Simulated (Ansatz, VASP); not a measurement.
# TaN in VASP and in Ansatz

```
CELL_PARAMETERS angstrom
0.00000 2.09184 2.09184
2.09184 0.00000 2.09184
2.09184 2.09184 0.00000
ATOMIC_POSITIONS crystal
Ta 0.50000 0.50000 0.50000
N 0.00000 0.00000 0.00000
```

Change from the starting cell: strain -0.040 along x and y, -0.040 along z, atoms carried along.

Alike in both runs: task single point; functional PBE; k mesh 18 × 18 × 18; occupations gaussian, width 0.15 eV; no spin polarisation.

|  | VASP | Ansatz |
| --- | --- | --- |
| version | VASP 6.6.1 | Ansatz 0.2.0 |
| potentials or method | VASP PAW PBE potentials, release 64 (Ta_pv, N), cutoff 600 eV | scalar-relativistic, plane waves, PAW |
| valence electrons in the cell | 16 | 18 |

```csv
,VASP,Ansatz,Ansatz less VASP
gap on the k mesh at the Fermi level (eV),none,none,-
pressure (GPa),78.7,76.9,-1.80
```

A gap of «none» marks a metal or a gap that the smearing closes. Both programs put the cell under a high pressure, so it lies far from rest at this level. With one functional, cell and mesh, what is left measures potentials, basis and numerics. VASP's potentials hold 16 valence electrons a cell and Ansatz's 18, so a difference there can come from the potentials and not from the codes.

Neither program's run includes spin-orbit coupling. Noted on VASP's run: the cell as given lies far from equilibrium.
